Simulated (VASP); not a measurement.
Set up this calculation in VASP 6.6.1, as the native input.

```
Task                   : relaxation of cell and atoms
Functional             : LDA
Potentials or basis    : VASP PAW LDA potentials, release 64 (Sr_sv, Tl_d)
Cutoff                 : 600 eV
k mesh                 : 10 × 10 × 10
Occupations            : fermi-dirac, width 0.15 eV
Spin                   : no spin polarisation
Dipole correction      : no
Further INCAR settings : ALGO = Normal; EDIFF = 1e-07; IBRION = 2; EDIFFG = -0.001; NSW = 80; ISIF = 3
```

The structure of SrTl lies in POSCAR:

```
SrTl
1.0
    3.9541334156      0.0000000000      0.0000000000
    0.0000000000      3.9541334156      0.0000000000
    0.0000000000      0.0000000000      3.9541334156
Sr Tl
1 1
Direct
    0.0000000000      0.0000000000      0.0000000000
    0.5000000000      0.5000000000      0.5000000000
```

One way to write it, as run:

INCAR

```
SYSTEM = SrTl
ALGO = Normal
EDIFF = 1E-7
EDIFFG = -0.001
ENCUT = 600
GGA = CA
IBRION = 2
ISIF = 3
ISMEAR = -1
LASPH = .True.
LCHARG = .False.
LREAL = .False.
LWAVE = .False.
NELM = 80
NSW = 80
PREC = Accurate
SIGMA = 0.15
```

KPOINTS

```
k-points
0
Gamma
  10 10 10
  0 0 0
```

Potentials or basis: VASP PAW LDA potentials, release 64 (Sr_sv, Tl_d).

Launch:

```bash
$ cat potpaw_LDA.64/Sr_sv/POTCAR potpaw_LDA.64/Tl_d/POTCAR > POTCAR
$ mpirun -np 1 vasp_std > vasp.out
```

It gave:

```json
{
  "Relaxed volume": "31.07 Å³/atom",
  "Relaxed cell": "a = 3.961 Å, b = 3.961 Å, c = 3.961 Å, α = 90.00°, β = 90.00°, γ = 90.00°",
  "Space group after relaxing (to 0.1 Å)": "Pm-3m (No. 221)",
  "Energy gained by relaxing": "0.1 meV/atom",
  "Ionic steps": "5",
  "Pressure after relaxing": "0.0 GPa",
  "Band gap on the k mesh": "zero (an odd number of electrons rules out a gap without spin polarisation)"
}
```

Caveat: spin-orbit coupling is left out, which moves the levels of the heavy elements.

Run time: 2.6 min on 1 thread of Intel Xeon 8259CL, on a shared host, peak memory 0.21 GiB.
